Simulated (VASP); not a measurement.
Wanted: the native input for a VASP 6.6.1 run.

```yaml
Task: single point
Functional: HSE06
Potentials_or_basis: VASP PAW PBE potentials, release 64 (Al, N)
Cutoff: 520 eV
k_mesh: 8 × 8 × 8
Occupations: gaussian, width 0.01 eV
Spin: no spin polarisation
Dipole_correction: no
Grid_for_exact_exchange_PRECFOCK: Normal
Further_INCAR_settings: ALGO = Normal; EDIFF = 1e-06; NBANDS = 11
Share_of_exact_exchange: 0.25
Screening_parameter: 0.2079 1/Å
```

AlN:

```
Al N
1.0
     0.00000    2.16587    2.16587
     2.16587    0.00000    2.16587
     2.16587    2.16587    0.00000
Al N
1 1
Direct
  0.00000 0.00000 0.00000
  0.25000 0.25000 0.25000
```

This cell differs from its parent crystal: strain -0.9%.

One way to write it, as run:

POSCAR

```
AlN
1.0
    0.0000000000      2.1658679959      2.1658679959
    2.1658679959      0.0000000000      2.1658679959
    2.1658679959      2.1658679959      0.0000000000
Al N
1 1
Direct
    0.0000000000      0.0000000000      0.0000000000
    0.2500000000      0.2500000000      0.2500000000
```

INCAR.step1

```
SYSTEM = AlN
  PREC = Accurate
  ENCUT = 520
  EDIFF = 1E-5
  ISMEAR = 0
  SIGMA = 0.01
  LREAL = .FALSE.
  LASPH = .TRUE.
  NELM = 60
  ALGO = Normal
  ISIF = 2
  LWAVE = .TRUE.
  LCHARG = .FALSE.
  GGA = PE
  NBANDS = 11
```

INCAR.step2

```
SYSTEM = AlN
  PREC = Accurate
  ENCUT = 520
  EDIFF = 1E-6
  ISMEAR = 0
  SIGMA = 0.01
  LREAL = .FALSE.
  LASPH = .TRUE.
  NELM = 60
  ALGO = Normal
  ISIF = 2
  LWAVE = .FALSE.
  LCHARG = .FALSE.
  GGA = PE
  LHFCALC = .TRUE.
  HFSCREEN = 0.2079
  PRECFOCK = Normal
  ISTART = 1
  NBANDS = 11
```

KPOINTS

```
Automatic mesh
0
G
  8 8 8
  0 0 0
```

Potentials or basis: VASP PAW PBE potentials, release 64 (Al, N).

Command:

```sh
$ cat potpaw_PBE.64/Al/POTCAR potpaw_PBE.64/N/POTCAR > POTCAR
$ cp INCAR.step1 INCAR
$ mpirun -np 1 vasp_std > vasp.out
$ cp INCAR.step2 INCAR
$ mpirun -np 1 vasp_std > vasp.out
```

It gave:

```yaml
Pressure: 5.0 GPa
Band_gap_on_the_k_mesh: 4.58 eV (least direct gap 5.80 eV)
```

Caveat: the cell differs from its parent crystal (strain -0.9%); the cell stands under pressure; the PAW data sets were made with another functional, which shifts forces and pressure a little.

Wall time 21 min on 1 thread of Intel(R) Xeon(R) Platinum 8375C CPU @ 2.90GHz (Ice Lake) (shared host), peak memory 0.25 GiB.
